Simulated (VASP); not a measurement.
# NiO: single point with PBE

Crystal: NiO.

```
CELL_PARAMETERS angstrom
0.00000 2.12260 2.12260
2.12260 0.00000 2.12260
2.12260 2.12260 0.00000
ATOMIC_POSITIONS crystal
Ni 0.00000 0.00000 0.00000
O 0.50000 0.50000 0.50000
```

```yaml
Program: VASP 6.6.1
Task: single point
Functional: PBE
Potentials_or_basis: VASP PAW PBE potentials, release 64 (Ni, O)
Cutoff: 520 eV
k_mesh: 19 × 19 × 19
Occupations: fermi-dirac, width 0.05 eV
Spin: collinear spin, ferromagnetic start
Starting_moments: "[2.0, 0.0] μB"
Dipole_correction: no
Further_INCAR_settings: ALGO = Normal; EDIFF = 1e-06; NBANDS = 19
```

```json
{"Pressure": "-3.8 GPa", "Net moment": "1.81 μB per cell", "Site moments": "Ni +1.48; O +0.28 μB", "Valence electrons inside the program's atomic spheres": "Ni 8.90; O 4.96"}
```

Levels at points of the mesh, in eV from the Fermi level:
Spin up:
| k point | band 6 | band 7 | band 8 | band 9 | band 10 | band 11 | band 12 | band 13 |
| --- | --- | --- | --- | --- | --- | --- | --- | --- |
| (0.00, 0.00, 0.00) | -2.76 | -2.55 | -2.55 | -2.55 | 1.30 | 17.73 | 18.58 | 18.58 |
Spin down:
| k point | band 5 | band 6 | band 7 | band 8 | band 9 | band 10 |
| --- | --- | --- | --- | --- | --- | --- |
| (0.00, 0.00, 0.00) | -1.72 | -1.72 | -1.71 | -0.47 | -0.47 | 1.66 |

Wall time 79 s on 1 thread of AMD EPYC 9R45 (Zen 5) (shared host), peak memory 0.21 GiB.

Caveat: the cell stands under tension; a cell with one magnetic atom can't hold antiferromagnetic order, which such compounds often take; semilocal functionals often make such compounds metallic where correlation or magnetic order opens a gap, which also shifts bond lengths. With open d or f shells a metallic result of PBE can be an artefact of self-interaction; +U or a hybrid may open a gap.
